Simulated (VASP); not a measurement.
The system is I.

```
I
1.0
     0.00000    2.34972    3.88360
     2.17753    0.00000    3.88360
     2.17753    2.34972    0.00000
I
1
Direct
  0.00000 0.00000 0.00000
```

Base run:

| Item | Value |
| --- | --- |
| Program | VASP 6.6.1 |
| Functional | PBEsol |
| Potentials or basis | VASP PAW PBE potentials, release 64 (I) |
| Cutoff | 520 eV |
| k mesh | 9 × 9 × 9 |
| Occupations | fermi-dirac, width 0.05 eV |
| Spin | no spin polarisation |

Its results: pressure -0.9 GPa.

Problem. The run is repeated on the same cell with these changes: functional from PBEsol to PBE; dispersion from none to D3(BJ). What comes out?

Solution. Pressure -0.5 GPa.

Several settings changed at once, so the effect can't be laid on one alone.

Caveats: an odd number of electrons without spin polarisation forces a metal; a magnetic or distorted state may lie lower; the PAW data sets were made with another functional, which shifts forces and pressure a little (some runs); pairwise dispersion overbinds metals, which lowers pressure and volume (some runs).
